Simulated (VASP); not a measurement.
## BP: single point with HF

The system is BP.

```
P B
1.0
     0.00000    2.29886    2.29886
     2.29886    0.00000    2.29886
     2.29886    2.29886    0.00000
P B
1 1
Direct
  0.75000 0.75000 0.75000
  0.00000 0.00000 0.00000
```

* Program: VASP 6.6.1
* Task: single point
* Functional: HF
* Potentials or basis: VASP PAW PBE potentials, release 64 (P, B)
* Cutoff: 520 eV
* k mesh: 5 × 5 × 5
* Occupations: fermi-dirac, width 0.05 eV
* Spin: no spin polarisation

```json
{"Pressure": "-3.1 GPa", "Band gap on the k mesh": "8.09 eV (least direct gap 10.86 eV)"}
```

Levels at points of the mesh, in eV from the valence-band top:
```csv
k point,band 2,band 3,band 4,band 5,band 6,band 7
"(0.00, 0.00, 0.00)",0.00,0.00,0.00,10.86,10.86,10.86
```

It took 87 s on 1 thread of Intel(R) Xeon(R) 6975P-C (Granite Rapids), on a shared host, peak memory 0.14 GiB.

Caveat: the k points lie up to 0.47 Å⁻¹ apart; the PAW data sets were made with another functional, which shifts forces and pressure a little; an odd mesh through Γ misses points on the zone boundary, where band edges can lie.
